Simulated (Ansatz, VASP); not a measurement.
Ru in VASP and in Ansatz

```
Ru
1.0
     4.43405    0.00000    0.00000
    -2.21703    3.84000    0.00000
     0.00000    0.00000    2.78649
Ru
3
Direct
  0.00000 0.00000 0.00000
  0.33333 0.66667 0.50000
  0.66667 0.33333 0.50000
```

Alike in both runs: task single point; functional PBE; k mesh 10 × 10 × 13; occupations fermi-dirac, width 0.1 eV; no spin polarisation.

```csv
,VASP,Ansatz
version,VASP 6.6.1,Ansatz 0.2.0
potentials or method,"VASP PAW PBE potentials, release 64 (Ru_pv), cutoff 520 eV","plane waves (420 eV) with PAW, scalar-relativistic"
valence electrons in the cell,42,48
```

```csv
,VASP,Ansatz,Ansatz less VASP
pressure (GPa),-25.1,-25.1,+0.08
"traceless stress, the component that is largest in VASP (GPa)",2.35,2.39,+0.042
```

With one functional, cell and mesh, what is left measures potentials, basis and numerics. VASP's potentials hold 42 valence electrons a cell and Ansatz's 48, so a difference there can come from the potentials and not from the codes.
